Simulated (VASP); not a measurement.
# SnSe (P6_3mc) in VASP: further runs

The runs below take SnSe through relaxation of cell and atoms, with PBE, PBEsol.

Everything below comes from runs of VASP 6.6.1. Logs are shortened: lines on timing, memory, paths and dates and some standing lists are left out, and cuts for length are marked.

### Step 1. The cell of the first run

The structure is hexagonal, space group P6_3mc (No. 186). The conventional cell has a = 4.143 Å, b = 4.143 Å, c = 6.765 Å, α = 90.00°, β = 90.00°, γ = 120.00°. Within 3.3 Å of Sn (site symmetry 3m) lie 4 Se at 2.54 Å. Within 3.3 Å of Se (site symmetry 3m) lie 4 Sn at 2.54 Å.

### Step 2. Relaxation of cell and atoms, PBE

Contents of INCAR:

```
SYSTEM = SnSe
PREC = Accurate
ENCUT = 600
EDIFF = 1E-6
ISMEAR = -1
SIGMA = 0.02
LREAL = .False.
LASPH = .True.
NELM = 100
ALGO = Normal
ISIF = 3
LWAVE = .False.
LCHARG = .False.
GGA = PE
IBRION = 2
NSW = 80
EDIFFG = -0.005
```

Contents of KPOINTS:

```
regular mesh
0
Gamma
  6 6 4
  0 0 0
```

Contents of POSCAR:

```
SnSe
1.0
    4.1427403523      0.0000000000      0.0000000000
   -2.0713701762      3.5877183864      0.0000000000
    0.0000000000      0.0000000000      6.7650949953
Sn Se
2 2
Direct
    0.3333333333      0.6666666667      0.0000000000
    0.6666666667      0.3333333333      0.5000000000
    0.3333333333      0.6666666667      0.3750000000
    0.6666666667      0.3333333333      0.8750000000
```

Potentials or basis: VASP PAW PBE potentials, release 64 (Sn_d, Se).

The run is started by

```
$ cat potpaw_PBE.64/Sn_d/POTCAR potpaw_PBE.64/Se/POTCAR > POTCAR
$ mpirun -np 1 vasp_std > vasp.out
```

OUTCAR:

```text
SYSTEM = SnSe
   PREC = Accurate
   ENCUT = 600
   EDIFF = 1E-6
   ISMEAR = -1
   LREAL = .False.
   LASPH = .True.
   NELM = 100
   ISIF = 3
   GGA = PE
   IBRION = 2
   NSW = 80
   EDIFFG = -0.005

 ion  position               nearest neighbor table
   1  0.333  0.667  0.000-   4 2.54   4 2.54   4 2.54   3 2.54
   2  0.667  0.333  0.500-   3 2.54   3 2.54   3 2.54   4 2.54
   3  0.333  0.667  0.375-   2 2.54   2 2.54   2 2.54   1 2.54
   4  0.667  0.333  0.875-   1 2.54   1 2.54   1 2.54   2 2.54

  LATTYP: Found a hexagonal cell.
 ALAT       =     4.1427403523
 C/A-ratio  =     1.6330000000

  Lattice vectors:

 A1 = (   4.1427403523,   0.0000000000,   0.0000000000)
 A2 = (  -2.0713701762,   3.5877183864,   0.0000000000)
 A3 = (   0.0000000000,   0.0000000000,   6.7650949953)

Analysis of symmetry for initial positions (statically):
=====================================================================
 Subroutine PRICEL returns:
 Original cell was already a primitive cell.

 Routine SETGRP: Setting up the symmetry group for a
 hexagonal supercell.

 Subroutine GETGRP returns: Found 12 space group operations
 (whereof  6 operations were pure point group operations)
 out of a pool of 24 trial point group operations.

The static configuration has the point symmetry C_3v.
 The point group associated with its full space group is C_6v.

Analysis of symmetry for dynamics (positions and initial velocities):
=====================================================================
 Subroutine PRICEL returns:
 Original cell was already a primitive cell.

 Routine SETGRP: Setting up the symmetry group for a
 hexagonal supercell.

 Subroutine GETGRP returns: Found 12 space group operations
 (whereof  6 operations were pure point group operations)
 out of a pool of 24 trial point group operations.

The dynamic configuration has the point symmetry C_3v.
 The point group associated with its full space group is C_6v.

 Subroutine INISYM returns: Found 12 space group operations
 (whereof  6 operations are pure point group operations),
 and found     1 'primitive' translations

----------------------------------------------------------------------------------------

                                     Primitive cell

  volume of cell :     100.5495

  direct lattice vectors                    reciprocal lattice vectors
     4.142740352  0.000000000  0.000000000     0.241386115  0.139364339  0.000000000
    -2.071370176  3.587718386  0.000000000     0.000000000  0.278728677  0.000000000
     0.000000000  0.000000000  6.765094995     0.000000000  0.000000000  0.147817584

  length of vectors
     4.142740352  4.142740352  6.765094995     0.278728677  0.278728677  0.147817584

  position of ions in fractional coordinates (direct lattice)
     0.333333333  0.666666667  0.000000000
     0.666666667  0.333333333  0.500000000
     0.333333333  0.666666667  0.375000000
     0.666666667  0.333333333  0.875000000

  ion indices of the primitive-cell ions
   primitive index   ion index
                 1           1
                 2           2
                 3           3
                 4           4

----------------------------------------------------------------------------------------

 KPOINTS: regular mesh

Automatic generation of k-mesh.
 Grid dimensions read from file:
 generate k-points for:    6    6    4

 Generating k-lattice:

  Cartesian coordinates                     Fractional coordinates (reciprocal lattice)
     0.040231019  0.023227390  0.000000000     0.166666667  0.000000000  0.000000000
     0.000000000  0.046454780  0.000000000     0.000000000  0.166666667  0.000000000
     0.000000000  0.000000000  0.036954396     0.000000000  0.000000000  0.250000000

  Length of vectors
     0.046454780  0.046454780  0.036954396

  Shift w.r.t. Gamma in fractional coordinates (k-lattice)
     0.000000000  0.000000000  0.000000000

 Subroutine IBZKPT returns following result:
 ===========================================

 Found     21 irreducible k-points:

 Following reciprocal coordinates:
            Coordinates               Weight
  0.000000  0.000000  0.000000      1.000000
  0.166667  0.000000  0.000000      6.000000
  0.333333  0.000000  0.000000      6.000000
  0.500000  0.000000  0.000000      3.000000
  0.166667  0.166667  0.000000      6.000000
  0.333333  0.166667  0.000000     12.000000
[... 13 lines left out ...]
  0.333333  0.166667  0.500000     12.000000
  0.333333  0.333333  0.500000      2.000000
   k-points           NKPTS =     21   k-points in BZ     NKDIM =     21   number of bands    NBANDS=     24
   number of dos      NEDOS =    301   number of ions     NIONS =      4
   total plane-waves  NPLWV =  69984
   dimension x,y,z NGX =    36 NGY =   36 NGZ =   54
   dimension x,y,z NGXF=    72 NGYF=   72 NGZF=  108
   ions per type =               2   2
   NGX,Y,Z   is equivalent  to a cutoff of  14.45, 14.45, 13.27 a.u.
   NGXF,Y,Z  is equivalent  to a cutoff of  28.89, 28.89, 26.54 a.u.
 SYSTEM =  SnSe
   PREC   = accura    normal or accurate (medium, high low for compatibility)
   ISTART =      0    job   : 0-new  1-cont  2-samecut
   ICHARG =      2    charge: 1-file 2-atom 10-const
   ISPIN  =      1    spin polarized calculation?
   LNONCOLLINEAR =      F non collinear calculations
   LSORBIT =      F    spin-orbit coupling
   LASPH  =      T    aspherical Exc in radial PAW
   ENCUT  =  600.0 eV  44.10 Ry    6.64 a.u.   8.27  8.27 13.51*2*pi/ulx,y,z
   NELM   =    100;   NELMIN=  2; NELMDL= -5     # of ELM steps
   EDIFF  = 0.1E-05   stopping-criterion for ELM
   LREAL  =      F    real-space projection
   EDIFFG = -.5E-02   stopping-criterion for IOM
   NSW    =     80    number of steps for IOM
   IBRION =      2    ionic relax: 0-MD 1-quasi-New 2-CG
   NFREE  =      1    steps in history (QN), initial steepest desc. (CG)
   ISIF   =      3    stress and relaxation
   ISYM   =      2    0-nonsym 1-usesym 2-fastsym
   POTIM  = 0.5000    time-step for ionic-motion
   TEBEG  =    0.0;   TEEND  =   0.0 temperature during run
   PSTRESS=    0.0 pullay stress
   NELECT =      40.0000    total number of electrons
   NUPDOWN=      -1.0000    fix difference up-down
   EMIN   =  10.00;   EMAX   =-10.00  energy-range for DOS
   EFERMI =   0.00;   METHOD = LEGACY
   ISMEAR =    -1;   SIGMA  =   0.02  broadening in eV -4-tet -1-fermi 0-gaus
   EFERMI_NEDOS =   21; number of points for ismear=-14 and -15
   IALGO  =     38    algorithm
   IMIX   =      4    mixing-type and parameters
     AMIX     =   0.40;   BMIX     =  1.00
     AMIX_MAG =   1.60;   BMIX_MAG =  1.00
  volume/ion in A,a.u.               =      25.14       169.64
  Fermi-wavevector in a.u.,A,eV,Ry     =   1.204023  2.275274 19.723982  1.449672
  Thomas-Fermi vector in A             =   2.339760
   LORBIT       =      0    0 simple, 1 ext, 2 COOP (PROOUT), +10 PAW based schemes
   GGA     = PE    functional components
   LHFCALC =     F    Hartree Fock is set to
   AEXX    =    0.0000 exact exchange contribution
   IVDW    =     0    specifies the selected vdW correction
   LEPSILON=     F    determine dielectric tensor
   LRPA    =     F    only Hartree local field effects (RPA)
 conjugate gradient relaxation of ions
 non-spin polarized calculation
  energy-cutoff  :      600.00
  volume of cell :      100.55
 maximum number of plane-waves:      3378
 NGX is ok and might be reduce to    36
   NGX = 17   NGY = 17   NGZ = 27

--------------------------------------- Ionic step        1  -------------------------------------------

 number of electron      39.9999999 magnetization

 Free energy of the ion-electron system (eV)
  ---------------------------------------------------
  ext. energy  EPLUGINS =         0.00000000
  ---------------------------------------------------
  free energy    TOTEN  =       -12.20498269 eV

  energy without entropy =      -12.20388237  energy(sigma->0) =      -12.20443253

 E-fermi :   7.7529     XC(G=0):  -9.7515

 val. band max:        7.3614023235   @ k =   0.3333   0.3333   0.0000
 cond. band min:       7.7670406524   @ k =   0.5000   0.0000   0.5000
 fundamental gap:      0.4056383289
 Fermi energy:         7.7528573795

 k-point     1 :       0.0000    0.0000    0.0000
  band No.  band energies     occupation
      1     -15.0237      2.00000
      2     -14.9835      2.00000
      3     -14.9757      2.00000
      4     -14.9757      2.00000
      5     -14.9642      2.00000
      6     -14.9642      2.00000
[... 16 lines left out ...]
     23       8.6679      0.00000
     24       9.9232      0.00000
[... 636 lines left out ...]
 POSITION                                       TOTAL-FORCE (eV/Angst)
 -----------------------------------------------------------------------------------
     -0.00000      2.75527      0.00407         0.000000     -0.000000     -0.032319
      2.38614      1.37764      3.85248         0.000000      0.000000     -0.032319
     -0.00000      2.75527      2.88224        -0.000000     -0.000000      0.032319
      2.38614      1.37764      6.73065        -0.000000      0.000000      0.032319
 -----------------------------------------------------------------------------------
    total drift:                               -0.000000     -0.000000      0.000049

  FREE ENERGIE OF THE ION-ELECTRON SYSTEM (eV)
  ---------------------------------------------------
  free  energy   TOTEN  =       -15.7330089242 eV

  energy  without entropy=      -15.7330089242  energy(sigma->0) =      -15.73300892

[... ionic steps 4 to 36 ...]

--------------------------------------- Ionic step       37  -------------------------------------------

 number of electron      39.9999985 magnetization

------------------------ aborting loop because EDIFF is reached ----------------------------------------

  FORCE on cell =-STRESS in cart. coord.  units (eV):
  Direction    XX          YY          ZZ          XY          YZ          ZX
  --------------------------------------------------------------------------------------
  -------------------------------------------------------------------------------------
  Total       -0.0003997     -0.0003997      0.0224146      0.0000000     -0.0000000     -0.0000000
  in kB       -0.0045710     -0.0045710      0.2563055      0.0000000     -0.0000000     -0.0000000
  external PRESSURE =       0.0823879 kB  Pullay stress =       0.0000000 kB

 VOLUME and BASIS-vectors are now :
 -----------------------------------------------------------------------------
  energy-cutoff  :      600.00
  volume of cell :      140.11
      direct lattice vectors                 reciprocal lattice vectors
     5.104293206 -0.000000000  0.000000000     0.195913510  0.113110718 -0.000000000
    -2.552146603  4.420447585 -0.000000000     0.000000000  0.226221436  0.000000000
     0.000000000 -0.000000000  6.209848475    -0.000000000 -0.000000000  0.161034525
[... 39 lines left out ...]
 POSITION                                       TOTAL-FORCE (eV/Angst)
 -----------------------------------------------------------------------------------
     -0.00000      2.94753      5.94240         0.000000     -0.000000      0.001097
      2.55263      1.47376      2.83861         0.000000     -0.000000      0.001097
     -0.00000      2.94753      2.59302        -0.000000      0.000000     -0.001097
      2.55263      1.47376      5.69681        -0.000000      0.000000     -0.001097
 -----------------------------------------------------------------------------------
    total drift:                               -0.000000     -0.000000      0.000736

  FREE ENERGIE OF THE ION-ELECTRON SYSTEM (eV)
  ---------------------------------------------------
  free  energy   TOTEN  =       -16.0268058146 eV

  energy  without entropy=      -16.0268058145  energy(sigma->0) =      -16.02680581

--------------------------------------- Ionic step       39  -------------------------------------------

 number of electron      39.9999984 magnetization

 Free energy of the ion-electron system (eV)
  ---------------------------------------------------
  ext. energy  EPLUGINS =         0.00000000
  ---------------------------------------------------
  free energy    TOTEN  =       -16.02680836 eV

  energy without entropy =      -16.02680836  energy(sigma->0) =      -16.02680836

 E-fermi :   3.9462     XC(G=0):  -8.1979

 val. band max:        3.5463899798   @ k =   0.3333   0.3333   0.5000
 cond. band min:       4.3489984244   @ k =   0.3333   0.3333   0.5000
 fundamental gap:      0.8026084446
 Fermi energy:         3.9461663212

 k-point     1 :       0.0000    0.0000    0.0000
  band No.  band energies     occupation
      1     -18.1793      2.00000
      2     -18.1749      2.00000
      3     -18.1749      2.00000
      4     -18.1748      2.00000
      5     -18.1748      2.00000
      6     -18.1642      2.00000
[... 16 lines left out ...]
     23       6.1477      0.00000
     24       6.1477      0.00000
[... 560 lines left out ...]
 POSITION                                       TOTAL-FORCE (eV/Angst)
 -----------------------------------------------------------------------------------
     -0.00000      2.94736      5.94391        -0.000000      0.000000     -0.001201
      2.55248      1.47368      2.83978        -0.000000      0.000000     -0.001201
     -0.00000      2.94736      2.59246         0.000000     -0.000000      0.001201
      2.55248      1.47368      5.69659         0.000000     -0.000000      0.001201
 -----------------------------------------------------------------------------------
    total drift:                               -0.000000     -0.000000     -0.002220

  FREE ENERGIE OF THE ION-ELECTRON SYSTEM (eV)
  ---------------------------------------------------
  free  energy   TOTEN  =       -16.0268083562 eV

  energy  without entropy=      -16.0268083561  energy(sigma->0) =      -16.02680836

 reached required accuracy - stopping structural energy minimisation
```

It took 25 min on 1 thread of Intel Xeon Platinum 8259CL at 2.50GHz (Skylake/Cascade Lake), shared host; peak memory 0.29 GiB.

Results:

```yaml
Free_energy: -16.0268 eV
Relaxed_volume: 35.03 Å³/atom
Relaxed_cell: a = 5.105 Å, b = 5.105 Å, c = 6.208 Å, α = 90.00°, β = 90.00°, γ = 120.00°
Space_group_after_relaxing_to_0.05_Å: P6_3mc (No. 186)
Energy_gained_by_relaxing: 955.5 meV/atom
Ionic_steps: 39
Pressure_after_relaxing: 0.0 GPa
Band_gap_on_the_k_mesh: 0.80 eV, direct
```

Step by step:
```csv
step,energy change (eV),largest force (eV/Å),pressure (GPa),volume (Å³)
1,0.0000,0.1045,30.03,100.55
2,-3.0379,0.0159,-4.13,185.85
3,-3.5280,0.0323,0.31,151.81
4,-3.5294,0.0307,-0.09,153.74
5,-3.5337,0.0546,-0.09,153.69
6,-3.5461,0.1374,-0.05,153.52
7,-3.5634,0.3529,0.12,152.96
8,-3.4929,1.0759,1.08,151.04
9,-3.5627,0.4115,0.18,152.83
10,-3.5644,0.4166,0.17,152.85
11,-3.5696,0.4343,0.14,152.93
12,-3.5794,0.4718,0.08,153.07
13,-3.5952,0.5547,-0.01,153.26
14,-3.5971,0.7603,-0.07,153.28
15,-3.6014,0.6709,-0.07,153.34
16,-3.6141,0.6442,-0.19,153.41
17,-3.6452,0.5688,-0.53,153.58
18,-3.6689,0.4303,-1.12,153.72
19,-3.7071,0.3479,-1.08,151.99
20,-3.7870,0.1481,-0.79,146.88
21,-3.8038,0.0404,0.73,136.99
22,-3.8187,0.0034,-0.01,140.80
23,-3.8187,0.0083,-0.05,141.05
24,-3.8201,0.0174,0.03,140.59
25,-3.8208,0.0337,0.18,139.83
26,-3.8214,0.0241,0.06,140.22
27,-3.8215,0.0204,0.01,140.35
28,-3.8217,0.0097,-0.04,140.44
29,-3.8217,0.0061,-0.06,140.47
30,-3.8217,0.0056,0.01,140.20
31,-3.8217,0.0073,-0.01,140.26
32,-3.8217,0.0063,0.00,140.24
33,-3.8217,0.0067,0.00,140.20
34,-3.8218,0.0090,0.03,140.08
35,-3.8218,0.0095,0.01,140.11
36,-3.8218,0.0067,0.02,140.11
37,-3.8218,0.0045,0.01,140.11
38,-3.8218,0.0011,-0.02,140.12
39,-3.8218,0.0012,-0.01,140.12
```

Final structure:
```
CELL_PARAMETERS angstrom
5.10497 0.00000 0.00000
-2.55248 4.42103 0.00000
0.00000 0.00000 6.20827
ATOMIC_POSITIONS crystal
Sn 0.33333 0.66667 0.95742
Sn 0.66667 0.33333 0.45742
Se 0.33333 0.66667 0.41758
Se 0.66667 0.33333 0.91758
```

Caveat: the volume moved by over 15 % at a fixed basis, so the end points are rough; spin-orbit coupling is left out, which moves the levels of the heavy elements. A k mesh can miss the band edges.

### Step 3. Relaxation of cell and atoms, PBEsol

This run uses another cell than the first one, of 35.04 Å³/atom, 1.394 times its volume.

Contents of INCAR:

```
SYSTEM = SnSe
ALGO = Normal
EDIFF = 1E-6
EDIFFG = -0.005
ENCUT = 600
GGA = PS
IBRION = 2
ISIF = 3
ISMEAR = -1
LASPH = .True.
LCHARG = .False.
LREAL = .False.
LWAVE = .False.
NELM = 60
NSW = 80
PREC = Accurate
SIGMA = 0.02
```

Contents of KPOINTS:

```
k-points
0
Gamma
  6 6 4
  0 0 0
```

Contents of POSCAR:

```
SnSe
1.0
    5.1049254509      0.0000000000      0.0000000000
   -2.5524627255      4.4209951249      0.0000000000
    0.0000000000      0.0000000000      6.2109593727
Sn Se
2 2
Direct
    0.3333333333      0.6666666667     -0.0420226581
    0.6666666667      0.3333333333      0.4579773419
    0.3333333333      0.6666666667      0.4170226581
    0.6666666667      0.3333333333      0.9170226581
```

Potentials or basis: VASP PAW PBE potentials, release 64 (Sn_d, Se).

The run is started by

```
$ cat potpaw_PBE.64/Sn_d/POTCAR potpaw_PBE.64/Se/POTCAR > POTCAR
$ mpirun -np 1 vasp_std > vasp.out
```

Wall time 17 min (1 thread of Intel Xeon Platinum 8259CL at 2.50GHz (Skylake/Cascade Lake), shared host); peak memory 0.34 GiB.

The run converged. Its results:

| Property | Result |
| --- | --- |
| Free energy | -17.3264 eV |
| Relaxed volume | 32.93 Å³/atom |
| Relaxed cell | a = 5.018 Å, b = 5.018 Å, c = 6.039 Å, α = 90.00°, β = 90.00°, γ = 120.00° |
| Space group after relaxing (to 0.05 Å) | P6_3mc (No. 186) |
| Energy gained by relaxing | 13.0 meV/atom |
| Ionic steps | 22 |
| Pressure after relaxing | 0.0 GPa |
| Band gap on the k mesh | 0.43 eV, direct |

Forces on the atoms (eV/Å):
```
Sn   0.000  0.000 -0.003
Sn   0.000  0.000 -0.003
Se   0.000  0.000  0.003
Se   0.000  0.000  0.003
```

The path:
| step | energy change (eV) | largest force (eV/Å) | pressure (GPa) | volume (Å³) |
| --- | --- | --- | --- | --- |
| 1 | 0.0000 | 0.0287 | -1.89 | 140.17 |
| 2 | -0.0418 | 0.1166 | 0.38 | 131.96 |
| 3 | -0.0433 | 0.0918 | -0.01 | 133.19 |
| 4 | -0.0433 | 0.0895 | -0.07 | 133.33 |
| 5 | -0.0447 | 0.0739 | -0.05 | 133.14 |
| 6 | -0.0466 | 0.0329 | -0.01 | 132.57 |
| 7 | -0.0476 | 0.0313 | 0.01 | 132.45 |
| 8 | -0.0499 | 0.0280 | 0.04 | 132.09 |
| 9 | -0.0508 | 0.0238 | 0.15 | 131.37 |
| 10 | -0.0511 | 0.0254 | 0.12 | 131.59 |
| 11 | -0.0515 | 0.0140 | 0.01 | 131.86 |
| 12 | -0.0516 | 0.0077 | -0.07 | 132.04 |
| 13 | -0.0518 | 0.0041 | -0.03 | 131.87 |
| 14 | -0.0518 | 0.0037 | -0.01 | 131.82 |
| 15 | -0.0518 | 0.0019 | 0.00 | 131.72 |
| 16 | -0.0518 | 0.0043 | -0.02 | 131.79 |
| 17 | -0.0518 | 0.0039 | 0.02 | 131.67 |
| 18 | -0.0518 | 0.0045 | 0.02 | 131.66 |
| 19 | -0.0518 | 0.0045 | 0.03 | 131.62 |
| 20 | -0.0518 | 0.0045 | 0.02 | 131.66 |
| 21 | -0.0518 | 0.0043 | 0.00 | 131.68 |
| 22 | -0.0518 | 0.0027 | -0.01 | 131.71 |

Final structure:
```xyz
4
Lattice="5.0183 0.0000 0.0000 -2.5092 4.3460 0.0000 0.0000 0.0000 6.0391" Properties=species:S:1:pos:R:3 pbc="T T T"
Sn    0.0000    2.8973    5.7315
Sn    2.5092    1.4487    2.7120
Se    0.0000    2.8973    2.5723
Se    2.5092    1.4487    5.5918
```

Levels at points of the mesh, in eV from the valence-band top:
| k point | band 17 | band 18 | band 19 | band 20 | band 21 | band 22 | band 23 | band 24 |
| --- | --- | --- | --- | --- | --- | --- | --- | --- |
| (0.00, 0.00, 0.00) | -3.99 | -2.64 | -2.64 | -2.56 | 0.78 | 0.78 | 2.43 | 2.43 |
| (0.50, 0.00, 0.00) | -3.77 | -3.01 | -2.61 | -0.99 | 2.00 | 2.76 | 3.13 | 3.44 |
| (0.00, 0.00, 0.50) | -3.36 | -3.36 | -1.82 | -1.82 | 1.23 | 1.23 | 1.23 | 1.23 |
| (0.50, 0.00, 0.50) | -2.70 | -2.70 | -0.98 | -0.98 | 0.64 | 0.64 | 2.49 | 2.49 |

Caveat: the PAW data sets were made with another functional, which shifts forces and pressure a little; spin-orbit coupling is left out, which moves the levels of the heavy elements.
